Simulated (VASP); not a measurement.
Input of a VASP 6.6.1 run:

POSCAR

```
Cu
1.0
   -1.4476911077      1.4476911077      1.3693140242
    1.4476911077     -1.4476911077      1.3693140242
    2.8953822153      2.8953822153      0.0000000000
Cu
2
Direct
    0.0000000000      0.0000000000      0.0000000000
    0.5000000000      0.5000000000      0.5000000000
```

INCAR.step1

```
PREC     = Accurate       # precision mode
ENCUT    = 520            # plane-wave cutoff, eV
ISMEAR   = 0              # smearing method
SIGMA    = 0.15           # smearing width, eV
LREAL    = False          # projectors in reciprocal space
LASPH    = True           # aspherical terms in the spheres
NELM     = 60             # most SCF steps
NBANDS   = 18             # bands
GGA      = PE             # functional
ALGO     = Normal         # electronic algorithm
EDIFF    = 1E-4           # SCF threshold, eV
LWAVE    = True           # write WAVECAR
LCHARG   = False          # write CHGCAR
```

INCAR.step2

```
PREC     = Accurate       # precision mode
ENCUT    = 520            # plane-wave cutoff, eV
EDIFF    = 1E-7           # SCF threshold, eV
ISMEAR   = 0              # smearing method
SIGMA    = 0.15           # smearing width, eV
LREAL    = False          # projectors in reciprocal space
LASPH    = True           # aspherical terms in the spheres
NELM     = 60             # most SCF steps
ALGO     = Normal         # electronic algorithm
ISIF     = 2              # what is computed and relaxed
LWAVE    = False          # write WAVECAR
LCHARG   = False          # write CHGCAR
METAGGA  = R2SCAN         # meta-GGA
LMIXTAU  = True         
NBANDS   = 18             # bands
ISTART   = 1
```

File KPOINTS:

```
Automatic mesh
0
Gamma
  14 14 8
```

Potentials or basis: VASP PAW PBE potentials, release 64 (Cu).

Run with:

```bash
$ cat potpaw_PBE.64/Cu/POTCAR > POTCAR
$ cp INCAR.step1 INCAR
$ mpirun -np 1 vasp_std > vasp.out
$ cp INCAR.step2 INCAR
$ mpirun -np 1 vasp_std > vasp.out
```

What does it give for the pressure?

0.5 GPa.

Estimate the band gap on the k mesh.

zero (band 11 reaches 12.65 eV, above the bottom of band 12 at 5.56 eV).

Stress tensor (GPa, compression positive):
```
0.70 0.08 0.00
0.08 0.70 0.00
0.00 0.00 0.10
```

Caveat: the PAW data sets were made with another functional, which shifts forces and pressure a little.
